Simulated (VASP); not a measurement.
# KNaICl (Pmmm) in VASP: further runs, part 2 of 2

VASP 6.6.1. The steps go on from the part before.

## (3) Single point, LDA

File INCAR:

```
SYSTEM = KNaICl
ALGO     = Normal         ! electronic algorithm
EDIFF    = 1E-6           ! SCF threshold, eV
ENCUT    = 520            ! plane-wave cutoff, eV
ISIF     = 2              ! what is computed and relaxed
ISMEAR   = 0              ! smearing method
LASPH    = .True.         ! aspherical terms in the spheres
LCHARG   = .True.         ! write CHGCAR
LELF     = .True.         ! ELF
LREAL    = .False.        ! projectors in reciprocal space
LVHAR    = .True.       
LWAVE    = .False.        ! write WAVECAR
NBANDS   = 23             ! bands
NELM     = 80             ! most SCF steps
PREC     = Accurate       ! precision mode
SIGMA    = 0.05           ! smearing width, eV
```

File KPOINTS:

```
k-points
0
Gamma
  6 6 4
  0 0 0
```

File POSCAR:

```
KNaICl
1.0
    4.0828232532      0.0000000000      0.0000000000
    0.0000000000      5.0333217884      0.0000000000
    0.0000000000      0.0000000000      5.7844871266
K Na I Cl
1 1 1 1
Direct
    0.5000000000      0.5000000000      0.5000000000
    0.0000000000      0.0000000000      0.0000000000
    0.5000000000      0.5000000000      0.0000000000
    0.0000000000      0.0000000000      0.5000000000
```

Potentials or basis: VASP PAW LDA potentials, release 64 (K_sv, Na_pv, I, Cl).

Command:

```
$ cat potpaw_LDA.64/K_sv/POTCAR potpaw_LDA.64/Na_pv/POTCAR potpaw_LDA.64/I/POTCAR potpaw_LDA.64/Cl/POTCAR > POTCAR
$ mpirun -np 1 vasp_std > vasp.out
```

Wall time 88 s (1 thread of Intel Xeon Platinum 8488C (Sapphire Rapids), shared host); peak memory 0.28 GiB.

Results (log left out):

```
Free energy            : -12.7297 eV
Pressure               : 1.8 GPa
Band gap on the k mesh : 3.19 eV, direct
```

Stress tensor (GPa, compression positive):
```
-0.01  0.00  0.00
 0.00 -3.20  0.00
 0.00  0.00  8.58
```

Levels at points of the mesh, in eV from the valence-band top:
```tsv
k point	band 13	band 14	band 15	band 16	band 17	band 18
(0.00, 0.00, 0.00)	-0.88	-0.34	0.00	3.19	4.70	5.99
(0.50, 0.00, 0.00)	-1.63	-0.92	-0.37	5.40	5.46	6.82
(0.00, 0.50, 0.00)	-1.08	-0.64	-0.04	5.59	6.01	6.34
(0.50, 0.50, 0.00)	-1.20	-1.05	-0.27	4.23	4.74	5.20
(0.00, 0.00, 0.50)	-1.34	-0.97	-0.17	4.50	5.16	5.95
(0.50, 0.00, 0.50)	-1.23	-1.12	-1.01	4.82	5.22	6.31
(0.00, 0.50, 0.50)	-1.07	-0.97	-0.13	5.26	5.65	6.75
(0.50, 0.50, 0.50)	-1.65	-1.54	-1.38	5.33	6.46	7.30
```

Caveat: the cell differs from its parent crystal (strain +e along x and -e along y -0.1100, strain +e along z and -e/2 along x and y -0.1100); spin-orbit coupling is left out, which moves the levels of the heavy elements.

## (4) Single point, LDA

File INCAR:

```
SYSTEM = KNaICl
  PREC = Accurate
  ENCUT = 520
  EDIFF = 1E-6
  ISMEAR = 0
  SIGMA = 0.05
  LREAL = .False.
  LASPH = .True.
  NELM = 60
  ALGO = Normal
  ISIF = 2
  LWAVE = .False.
  LCHARG = .False.
  GGA = CA
  NBANDS = 23
```

File KPOINTS:

```
regular mesh
0
Gamma
  6 6 4
  0 0 0
```

File POSCAR:

```
KNaICl
1.0
    3.6075739856      0.0000000000      0.0000000000
    0.0000000000      4.5580725208      0.0000000000
    0.0000000000      0.0000000000      7.2143603490
K Na I Cl
1 1 1 1
Direct
    0.5000000000      0.5000000000      0.5000000000
    0.0000000000      0.0000000000      0.0000000000
    0.5000000000      0.5000000000      0.0000000000
    0.0000000000      0.0000000000      0.5000000000
```

Command:

```
$ cat potpaw_LDA.64/K_sv/POTCAR potpaw_LDA.64/Na_pv/POTCAR potpaw_LDA.64/I/POTCAR potpaw_LDA.64/Cl/POTCAR > POTCAR
$ mpirun -np 1 vasp_std > vasp.out
```

Run time: 82 s. Hardware: 1 thread of Intel Xeon Platinum 8488C (Sapphire Rapids), shared host; peak memory 0.28 GiB.

It converged, with:

- Free energy: -12.6976 eV
- Pressure: 2.6 GPa
- Band gap on the k mesh: 2.48 eV, indirect (least direct gap 2.50 eV)

Stress tensor (GPa, compression positive):
```
 7.95  0.00  0.00
 0.00  2.19  0.00
 0.00  0.00 -2.29
```

Levels at points of the mesh, in eV from the valence-band top:
| k point | band 12 | band 13 | band 14 | band 15 | band 16 | band 17 | band 18 | band 19 |
| --- | --- | --- | --- | --- | --- | --- | --- | --- |
| (0.00, 0.00, 0.00) | -1.81 | -1.64 | -1.12 | -0.02 | 2.48 | 3.97 | 5.47 | 5.81 |
| (0.50, 0.00, 0.00) | -2.45 | -2.09 | -1.67 | -1.66 | 4.51 | 4.82 | 6.04 | 6.20 |
| (0.00, 0.50, 0.00) | -2.41 | -2.26 | -1.38 | 0.00 | 4.56 | 4.83 | 5.68 | 6.69 |
| (0.50, 0.50, 0.00) | -2.27 | -1.94 | -1.93 | -1.45 | 3.53 | 3.98 | 4.52 | 6.12 |
| (0.00, 0.00, 0.50) | -2.20 | -1.89 | -1.11 | -0.03 | 3.32 | 4.60 | 5.35 | 5.72 |
| (0.50, 0.00, 0.50) | -2.45 | -1.95 | -1.71 | -1.67 | 4.12 | 4.54 | 6.29 | 6.44 |
| (0.00, 0.50, 0.50) | -2.12 | -2.11 | -1.38 | -0.01 | 3.61 | 5.21 | 6.51 | 6.80 |
| (0.50, 0.50, 0.50) | -2.42 | -1.97 | -1.96 | -1.62 | 3.94 | 5.31 | 5.42 | 5.88 |

Caveat: the cell differs from its parent crystal (strain +e along x and -e along y -0.1100, strain +e along z and -e/2 along x and y +0.1100); spin-orbit coupling is left out, which moves the levels of the heavy elements. A k mesh can miss the band edges.

## (5) Single point, LDA

File INCAR:

```
PREC = Accurate
ENCUT = 520
EDIFF = 1E-6
ISMEAR = 0
SIGMA = 0.05
LREAL = F
LASPH = T
NELM = 100
ALGO = Normal
ISIF = 2
LWAVE = F
LCHARG = F
NBANDS = 23
```

File KPOINTS:

```
regular mesh
0
Gamma
  6 6 4
```

File POSCAR:

```
KNaICl
1.0
    3.7659184007      0.0000000000      0.0000000000
    0.0000000000      4.7164169358      0.0000000000
    0.0000000000      0.0000000000      6.7379525890
K Na I Cl
1 1 1 1
Direct
    0.5000000000      0.5000000000      0.5000000000
    0.0000000000      0.0000000000      0.0000000000
    0.5000000000      0.5000000000      0.0000000000
    0.0000000000      0.0000000000      0.5000000000
```

Command:

```
$ cat potpaw_LDA.64/K_sv/POTCAR potpaw_LDA.64/Na_pv/POTCAR potpaw_LDA.64/I/POTCAR potpaw_LDA.64/Cl/POTCAR > POTCAR
$ mpirun -np 1 vasp_std > vasp.out
```

It took 80 s on 1 thread of Intel Xeon Platinum 8488C (Sapphire Rapids), shared host; peak memory 0.27 GiB.

It converged, with:

```yaml
Free_energy: -12.9992 eV
Pressure: 0.6 GPa
Band_gap_on_the_k_mesh: 2.81 eV, indirect (least direct gap 2.82 eV)
```

Stress tensor (GPa, compression positive):
```
 4.11  0.00  0.00
 0.00 -0.80  0.00
 0.00  0.00 -1.36
```

Levels at points of the mesh, in eV from the valence-band top:
| k point | band 12 | band 13 | band 14 | band 15 | band 16 | band 17 | band 18 | band 19 |
| --- | --- | --- | --- | --- | --- | --- | --- | --- |
| (0.00, 0.00, 0.00) | -1.48 | -1.19 | -1.00 | -0.01 | 2.81 | 4.30 | 5.84 | 5.91 |
| (0.50, 0.00, 0.00) | -2.04 | -1.84 | -1.36 | -1.30 | 4.91 | 5.04 | 6.36 | 6.58 |
| (0.00, 0.50, 0.00) | -2.09 | -1.77 | -1.18 | 0.00 | 5.21 | 5.35 | 6.04 | 6.68 |
| (0.50, 0.50, 0.00) | -1.81 | -1.72 | -1.67 | -1.14 | 3.77 | 4.25 | 4.77 | 6.45 |
| (0.00, 0.00, 0.50) | -1.83 | -1.66 | -0.98 | -0.05 | 3.71 | 4.94 | 5.68 | 6.06 |
| (0.50, 0.00, 0.50) | -2.04 | -1.61 | -1.43 | -1.37 | 4.54 | 4.66 | 6.35 | 6.96 |
| (0.00, 0.50, 0.50) | -1.66 | -1.62 | -1.18 | -0.02 | 4.20 | 5.60 | 6.75 | 7.21 |
| (0.50, 0.50, 0.50) | -2.09 | -1.78 | -1.75 | -1.47 | 4.37 | 5.74 | 6.03 | 6.37 |

Caveat: the cell differs from its parent crystal (strain +e along x and -e along y -0.1100, strain +e along z and -e/2 along x and y +0.0367); spin-orbit coupling is left out, which moves the levels of the heavy elements.

## (6) Single point, LDA

File INCAR:

```
  ALGO = Normal
  EDIFF = 1E-6
  ENCUT = 520
  ISIF = 2
  ISMEAR = 0
  LASPH = True
  LCHARG = False
  LREAL = False
  LWAVE = False
  NBANDS = 23
  NELM = 100
  PREC = Accurate
  SIGMA = 0.05
```

File KPOINTS:

```
k-points
0
Gamma
  6 6 4
```

File POSCAR:

```
KNaICl
1.0
    4.2413836907      0.0000000000      0.0000000000
    0.0000000000      4.8747613509      0.0000000000
    0.0000000000      0.0000000000      5.7844871266
K Na I Cl
1 1 1 1
Direct
    0.5000000000      0.5000000000      0.5000000000
    0.0000000000      0.0000000000      0.0000000000
    0.5000000000      0.5000000000      0.0000000000
    0.0000000000      0.0000000000      0.5000000000
```

Potentials or basis: VASP PAW LDA potentials, release 64 (K_sv, Na_pv, I, Cl).

Command:

```
$ cat potpaw_LDA.64/K_sv/POTCAR potpaw_LDA.64/Na_pv/POTCAR potpaw_LDA.64/I/POTCAR potpaw_LDA.64/Cl/POTCAR > POTCAR
$ mpirun -np 1 vasp_std > vasp.out
```

It took 82 s on 1 thread of Intel Xeon Platinum 8488C (Sapphire Rapids), shared host; peak memory 0.27 GiB.

Results (log left out):

* Free energy: -12.7890 eV
* Pressure: 1.7 GPa
* Band gap on the k mesh: 3.50 eV, direct

Stress tensor (GPa, compression positive):
```
-0.77  0.00  0.00
 0.00 -2.74  0.00
 0.00  0.00  8.68
```

Levels at points of the mesh, in eV from the valence-band top:
```
           k point  band 11  band 12  band 13  band 14  band 15  band 16  band 17  band 18  band 19  band 20
(0.00, 0.00, 0.00)    -1.39    -0.92    -0.57    -0.07     0.00     3.50     5.00     6.34     6.48     7.56
(0.50, 0.00, 0.00)    -1.73    -1.49    -1.35    -0.62    -0.18     5.67     5.85     7.05     7.33     7.41
(0.00, 0.50, 0.00)    -1.67    -1.59    -0.99    -0.35    -0.04     5.82     6.22     6.75     7.80     7.99
(0.50, 0.50, 0.00)    -1.89    -1.41    -0.92    -0.82    -0.05     4.47     5.07     5.37     7.56     8.86
(0.00, 0.00, 0.50)    -1.52    -1.17    -0.95    -0.86    -0.19     4.83     5.48     6.09     6.32     8.62
(0.50, 0.00, 0.50)    -2.01    -1.34    -0.92    -0.88    -0.71     5.15     5.47     6.81     8.37     8.56
(0.00, 0.50, 0.50)    -2.11    -0.98    -0.87    -0.75    -0.14     5.50     5.70     7.26     8.24     8.27
(0.50, 0.50, 0.50)    -1.60    -1.49    -1.46    -1.33    -1.16     5.59     6.84     7.47     7.65     7.75
```

Caveat: the cell differs from its parent crystal (strain +e along x and -e along y -0.0733, strain +e along z and -e/2 along x and y -0.1100); spin-orbit coupling is left out, which moves the levels of the heavy elements.

## (7) Summary

| cell | gap on the mesh (eV) | pressure (GPa) |
| --- | --- | --- |
| a = 3.845, b = 4.479, c = 6.976 Å, 4 atoms | 3.24 | 1.3 |
| a = 4.083, b = 5.033, c = 5.784 Å, 4 atoms | 3.19 | 1.8 |
| a = 3.608, b = 4.558, c = 7.214 Å, 4 atoms | 2.48 | 2.6 |
| a = 3.766, b = 4.716, c = 6.738 Å, 4 atoms | 2.81 | 0.6 |
| a = 4.241, b = 4.875, c = 5.784 Å, 4 atoms | 3.50 | 1.7 |

Alike in all rows: task single point; level LDA; potentials or basis VASP PAW LDA potentials, release 64 (K_sv, Na_pv, I, Cl); no spin polarisation; k mesh 6 × 6 × 4; cutoff (eV) 520; smearing gaussian 0.05 eV.

Caveats: spin-orbit coupling is left out, which moves the levels of the heavy elements.

Total energies depend on the potentials used, so only differences within one code and one set of settings carry meaning.
